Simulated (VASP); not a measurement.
Wanted: the native input for a VASP 6.6.1 run.

| Property | Result |
| --- | --- |
| Task | single point |
| Functional | LDA |
| Potentials or basis | VASP PAW LDA potentials, release 64 (Sn_d) |
| Cutoff | 520 eV |
| k mesh | 6 × 6 × 6 |
| Occupations | fermi-dirac, width 0.02 eV |
| Spin | no spin polarisation |
| Dipole correction | no |
| Further INCAR settings | ALGO = Normal; EDIFF = 1e-06; NBANDS = 21 |

The structure of Sn lies in POSCAR:

```
Sn
1.0
    0.0000000000      3.2844880277      3.2844880277
    3.2844880277      0.0000000000      3.2844880277
    3.2844880277      3.2844880277      0.0000000000
Sn
2
Direct
    0.0000000000      0.0000000000      0.0000000000
    0.2500000000      0.2500000000      0.2500000000
```

The input as run:

INCAR

```
PREC = Accurate
ENCUT = 520
EDIFF = 1E-6
ISMEAR = -1
SIGMA = 0.02
LREAL = F
LASPH = T
NELM = 60
ALGO = Normal
ISIF = 2
LWAVE = F
LCHARG = T
GGA = CA
LELF = T
LVHAR = T
NBANDS = 21
```

KPOINTS

```
Automatic mesh
0
Gamma
  6 6 6
```

Potentials or basis: VASP PAW LDA potentials, release 64 (Sn_d).

Run with:

```console
$ cat potpaw_LDA.64/Sn_d/POTCAR > POTCAR
$ mpirun -np 1 vasp_std > vasp.out
```

Results of the run:

```json
{"Pressure": "-1.7 GPa", "Band gap on the k mesh": "zero (band 14 reaches 5.08 eV, above the bottom of band 15 at 4.82 eV)"}
```

Caveat: spin-orbit coupling is left out, which moves the levels of the heavy elements.

Wall time 13 s on 1 thread of AMD EPYC 9R45 96-Core Processor (Zen 5) (shared host), peak memory 0.14 GiB.
